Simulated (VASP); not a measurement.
Runs of VASP 6.6.1 on C. The structure is that of space group Cmcm (No. 63), or close to it. The cells are those of the table. 

| cell | gap on the mesh (eV) | pressure (GPa) | largest force (eV/Å) |
| --- | --- | --- | --- |
| a = 2.470, b = 2.674, c = 6.119 Å, angles 90.0, 90.0, 128.3°, 4 atoms | (a) | (b) | 3.17 |
| a = 2.465, b = 2.619, c = 6.926 Å, angles 90.0, 90.0, 126.3°, 4 atoms | 0.24 | 9.0 | 2.18 |
| a = 2.465, b = 2.619, c = 6.810 Å, angles 90.0, 90.0, 126.3°, 4 atoms | 0.23 | 9.2 | (c) |
| a = 2.460, b = 2.538, c = 7.041 Å, angles 90.0, 90.0, 123.2°, 4 atoms | 0.41 | 2.3 | 1.00 |
| a = 2.460, b = 2.538, c = 6.926 Å, angles 90.0, 90.0, 123.2°, 4 atoms | 0.38 | 2.5 | 1.00 |
| a = 2.460, b = 2.538, c = 6.810 Å, angles 90.0, 90.0, 123.2°, 4 atoms | 0.35 | 2.6 | 1.00 |
| a = 2.461, b = 2.565, c = 6.733 Å, angles 90.0, 90.0, 124.2°, 4 atoms | 0.08 | 4.4 | 1.37 |
| a = 2.470, b = 2.674, c = 6.887 Å, angles 90.0, 90.0, 128.3°, 4 atoms | 0.35 | 15.9 | 3.17 |
| a = 2.465, b = 2.619, c = 7.041 Å, angles 90.0, 90.0, 126.3°, 4 atoms | 0.24 | 8.7 | 2.18 |

Alike in all rows: task single point; level PBEsol+D3(BJ); potentials or basis VASP PAW PBE potentials, release 64 (C); no spin polarisation; k mesh 18 × 18 × 6; cutoff (eV) 520; smearing gaussian 0.15 eV.

Question: Fill in the values left out.

Answer: (a) 0.06; (b) 19.6; (c) 2.19.

Caveats: the PAW data sets were made with another functional, which shifts forces and pressure a little.

A k mesh can miss the band edges.
